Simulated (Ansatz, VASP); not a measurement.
**Al2Cu in VASP and in Ansatz**

```
CELL_PARAMETERS angstrom
-3.11635 3.11635 2.43795
3.11635 -3.11635 2.43795
3.11635 3.11635 -2.43795
ATOMIC_POSITIONS crystal
Al 0.15932 0.65932 0.81864
Al 0.65932 0.84068 0.50000
Al 0.84068 0.34068 0.18136
Al 0.34068 0.15932 0.50000
Cu 0.75000 0.75000 0.00000
Cu 0.25000 0.25000 0.00000
```

Alike in both runs: task single point; functional PBEsol; k mesh 10 × 10 × 10; occupations gaussian, width 0.15 eV; no spin polarisation.

|  | VASP | Ansatz |
| --- | --- | --- |
| version | VASP 6.6.1 | Ansatz 0.2.0 |
| potentials or method | VASP PAW PBE potentials, release 64 (Al, Cu), cutoff 520 eV | scalar-relativistic, plane waves, PAW |
| valence electrons in the cell | 34 | 50 |

VASP gave:

```
gap on the k mesh at the Fermi level (eV)                     : none
pressure (GPa)                                                : -7.6
traceless stress, the component that is largest in VASP (GPa) : 2.21
rms of the force components (eV/Å)                            : 0.007
```

Which values does Ansatz return?

gap on the k mesh at the Fermi level (eV): none; pressure (GPa): -7.9; traceless stress, the component that is largest in VASP (GPa): 2.18; rms of the force components (eV/Å): 0.005.

VASP's potentials were made for PBE, not for PBEsol, and Ansatz warns of the same on its side. Atom by atom the forces differ by 0.002 eV/Å (rms over components). A gap of «none» marks a metal or a gap that the smearing closes. With one functional, cell and mesh, what is left measures potentials, basis and numerics. VASP's potentials hold 34 valence electrons a cell and Ansatz's 50, so a difference there can come from the potentials and not from the codes.
